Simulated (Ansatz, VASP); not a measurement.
**BiRu: VASP beside Ansatz**

INCAR

```
ALGO = Normal
EDIFF = 1E-6
EDIFFG = -0.04
ENCUT = 600
GGA = PE
IBRION = 2
ISIF = 3
ISMEAR = 0
LASPH = True
LCHARG = False
LREAL = False
LWAVE = False
NELM = 60
NSW = 90
PREC = Accurate
SIGMA = 0.1
```

File KPOINTS:

```
k-points
0
Gamma
  6 6 6
```

POSCAR

```
BiRu
1.0
    3.3981346702      0.0000000000      0.0000000000
    0.0000000000      3.3981346702      0.0000000000
    0.0000000000      0.0000000000      3.3981346702
Bi Ru
1 1
Direct
    0.5000000000      0.5000000000      0.5000000000
    0.0000000000      0.0000000000      0.0000000000
```

Input for Ansatz:

```yaml
crystal:
  lattice:
    - [3.3981346702, 0.0, 0.0]
    - [0.0, 3.3981346702, 0.0]
    - [0.0, 0.0, 3.3981346702]
  atoms:
    - { symbol: Bi, position: [0.5, 0.5, 0.5] }
    - { symbol: Ru, position: [0.0, 0.0, 0.0] }
basis:
  ecutwfc: 420
kpoints:
  mp_grid: { grid: [6, 6, 6] }
hamiltonian:
  xc: pbe
scf:
  occupations: { method: gaussian, width: 0.1 }
  lower_state_search: "off"
output:
  forces: true
  stress: true
  eigenvalues: true
relax:
  adjacent_minimum: "off"
  f_tol: 0.04
  max_steps: 70
  cell: { stress_tol: 0.4 }
```

Alike in both runs: task relaxation of cell and atoms; functional PBE; k mesh 6 × 6 × 6; occupations gaussian, width 0.1 eV; no spin polarisation.

|  | VASP | Ansatz |
| --- | --- | --- |
| version | VASP 6.6.1 | Ansatz 0.2.0 |
| potentials or method | VASP PAW PBE potentials, release 64 (Bi_d, Ru_pv), cutoff 600 eV | scalar-relativistic, plane waves, PAW |
| valence electrons in the cell | 29 | 31 |

|  | VASP | Ansatz | Ansatz less VASP |
| --- | --- | --- | --- |
| gap on the k mesh at the Fermi level, each at its own relaxed structure (eV) | none | none | - |
| relaxed volume (Å³/atom) | 19.70 | 19.70 | -0.002 |
| relaxed length of the cell vector where the two differ most in proportion (Å) | 3.403 | 3.403 | -0.0001 |

A gap of «none» marks a metal or a gap that the smearing closes. VASP's potentials hold 29 valence electrons a cell and Ansatz's 31, so a difference there can come from the potentials and not from the codes.

Spin-orbit coupling is off throughout.
